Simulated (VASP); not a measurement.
Set up this calculation in VASP 6.6.1, as the native input.

- Task: single point
- Functional: LDA
- Potentials or basis: VASP PAW LDA potentials, release 64 (In_d, Sb)
- Cutoff: 520 eV
- k mesh: 14 × 14 × 14
- Occupations: gaussian, width 0.15 eV
- Spin: no spin polarisation
- Dipole correction: no
- Further INCAR settings: ALGO = Normal; EDIFF = 1e-06; NBANDS = 16

The structure of InSb lies in POSCAR:

```
InSb
1.0
    0.0000000000      3.0735130000      3.1042481300
    3.0735130000      0.0000000000      3.1042481300
    3.0735130000      3.0735130000      0.0000000000
In Sb
1 1
Direct
    0.0000000000      0.0000000000      0.0000000000
    0.5000000000      0.5000000000      0.5000000000
```

This cell differs from its parent crystal: strain +0.0100 x Voigt [0, 0, 1, 0, 0, 0].

One way to write it, as run:

INCAR

```
SYSTEM = InSb
ALGO = Normal
EDIFF = 1E-6
ENCUT = 520
GGA = CA
ISIF = 2
ISMEAR = 0
LASPH = .TRUE.
LCHARG = .FALSE.
LREAL = .FALSE.
LWAVE = .FALSE.
NBANDS = 16
NELM = 60
PREC = Accurate
SIGMA = 0.15
```

KPOINTS

```
k-points
0
G
  14 14 14
  0 0 0
```

Potentials or basis: VASP PAW LDA potentials, release 64 (In_d, Sb).

Launch:

```sh
$ cat potpaw_LDA.64/In_d/POTCAR potpaw_LDA.64/Sb/POTCAR > POTCAR
$ mpirun -np 1 vasp_std > vasp.out
```

It gave:

The pressure is -4.4 GPa. The band gap on the k mesh is zero (bands 9 and 10 overlap by 2.61 eV).

Caveat: the cell differs from its parent crystal (strain +0.0100 x Voigt [0, 0, 1, 0, 0, 0]); the cell stands under tension; spin-orbit coupling is left out, which moves the levels of the heavy elements.

It took 83 s on 1 thread of AMD EPYC 9R45 96-Core Processor (Zen 5) (shared host), peak memory 0.31 GiB.
